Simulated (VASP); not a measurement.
A run of VASP 6.6.1:

Contents of INCAR:

```
SYSTEM = HfO2
ALGO = Normal
EDIFF = 1E-6
ENCUT = 520
GGA = PE
GGA_COMPAT = .FALSE.
ISIF = 2
ISMEAR = -1
IVDW = 12
LASPH = .TRUE.
LCHARG = .FALSE.
LMAXMIX = 4
LORBIT = 11
LORBMOM = .TRUE.
LREAL = .FALSE.
LSORBIT = .TRUE.
LWAVE = .FALSE.
MAGMOM = 0 0 0 0 0 0 0 0 0
NBANDS = 35
NELM = 150
PREC = Accurate
SIGMA = 0.05
```

Contents of KPOINTS:

```
k-points
0
G
  7 7 7
  0 0 0
```

Contents of POSCAR:

```
HfO2
1.0
    0.0000000000      2.5744375797      2.5744375797
    2.5744375797      0.0000000000      2.5744375797
    2.5744375797      2.5744375797      0.0000000000
Hf O
1 2
Direct
    0.0000000000      0.0000000000      0.0000000000
    0.7500000000      0.7500000000      0.7500000000
    0.2500000000      0.2500000000      0.2500000000
```

Potentials or basis: VASP PAW PBE potentials, release 64 (Hf_pv, O).

Run with:

```console
$ cat potpaw_PBE.64/Hf_pv/POTCAR potpaw_PBE.64/O/POTCAR > POTCAR
$ mpirun -np 1 vasp_ncl > vasp.out
```

Hardware: 1 thread of Intel Xeon 6975P-C (shared host).

Q: Estimate the wall time of this run.

A: It took 77 s on 1 thread of Intel Xeon 6975P-C (shared host), peak memory 0.27 GiB. Counts: scf iterations 15, k points 20.
